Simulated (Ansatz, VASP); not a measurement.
## Two plane-wave programs on LiF

File INCAR:

```
SYSTEM = LiF
PREC = Accurate
ENCUT = 600
EDIFF = 1E-7
ISMEAR = 0
SIGMA = 0.02
LREAL = .False.
LASPH = .True.
NELM = 80
ALGO = Normal
ISIF = 3
LWAVE = .False.
LCHARG = .False.
GGA = PE
IBRION = 2
NSW = 100
EDIFFG = -0.01
```

The input KPOINTS:

```
Automatic mesh
0
Gamma
  10 10 10
  0 0 0
```

POSCAR

```
LiF
1.0
    0.0000000000      2.0337929511      2.0337929511
    2.0337929511      0.0000000000      2.0337929511
    2.0337929511      2.0337929511      0.0000000000
Li F
1 1
Direct
    0.0000000000      0.0000000000      0.0000000000
    0.5000000000      0.5000000000      0.5000000000
```

Input for Ansatz:

```yaml
crystal:
  lattice:
    - [0.0, 2.0337929511, 2.0337929511]
    - [2.0337929511, 0.0, 2.0337929511]
    - [2.0337929511, 2.0337929511, 0.0]
  atoms:
    - { symbol: Li, position: [0.0, 0.0, 0.0] }
    - { symbol: F, position: [0.5, 0.5, 0.5] }
basis:
  ecutwfc: 420
kpoints:
  mp_grid: { grid: [10, 10, 10] }
hamiltonian:
  xc: pbe
scf:
  occupations: { method: gaussian, width: 0.02 }
output:
  forces: true
  stress: true
  eigenvalues: true
  write_density: true
  write_potential: true
  elf: true
  volumetric_format: npy
relax:
  adjacent_minimum: "off"
  f_tol: 0.01
  max_steps: 80
  cell: { stress_tol: 0.05 }
```

Alike in both runs: task relaxation of cell and atoms; functional PBE; k mesh 10 × 10 × 10; occupations gaussian, width 0.02 eV; no spin polarisation.

|  | VASP | Ansatz |
| --- | --- | --- |
| version | VASP 6.6.1 | Ansatz 0.2.0 |
| potentials or method | VASP PAW PBE potentials, release 64 (Li_sv, F), cutoff 600 eV | scalar-relativistic, plane waves, PAW |
| valence electrons in the cell | 10 | 10 |

```tsv
	VASP	Ansatz	Ansatz less VASP
gap on the k mesh at the Fermi level, each at its own relaxed structure (eV)	8.93	8.83	-0.101
relaxed volume (Å³/atom)	8.31	8.41	+0.098
relaxed length of the cell vector where the two differ most in proportion (Å)	2.865	2.876	+0.0112
```

Noted on VASP's run: the cutoff is under 1.25 times that of the potentials, so the pressure is a little rough.
